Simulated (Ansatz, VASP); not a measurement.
## P: VASP beside Ansatz

```
P
1.0
     1.66773    0.96287    4.70202
    -1.66773    0.96287    4.70202
     0.00000   -1.92573    4.70202
P
3
Cartesian
  0.0000 0.0000 0.0000
  0.0000 0.0000 3.2410
  0.0000 0.0000 10.8651
```

Alike in both runs: functional PBE; k mesh 18 × 18 × 18; occupations gaussian, width 0.1 eV; no spin polarisation.

Ansatz relaxed the structure, and its values are those at the end. VASP's run is a single point on that final structure, the one shown.

|  | VASP | Ansatz |
| --- | --- | --- |
| version | VASP 6.6.1 | Ansatz 0.2.0 |
| potentials or method | VASP PAW PBE potentials, release 64 (P), cutoff 520 eV | scalar-relativistic, plane waves, PAW |
| valence electrons in the cell | 15 | 15 |

```tsv
	VASP	Ansatz	Ansatz less VASP
gap on the k mesh at the Fermi level (eV)	none	none	-
pressure (GPa)	-0.2	0.0	+0.23
rms of the force components (eV/Å)	0.008	0.000	-0.0072
```

A gap of «none» marks a metal or a gap that the smearing closes.
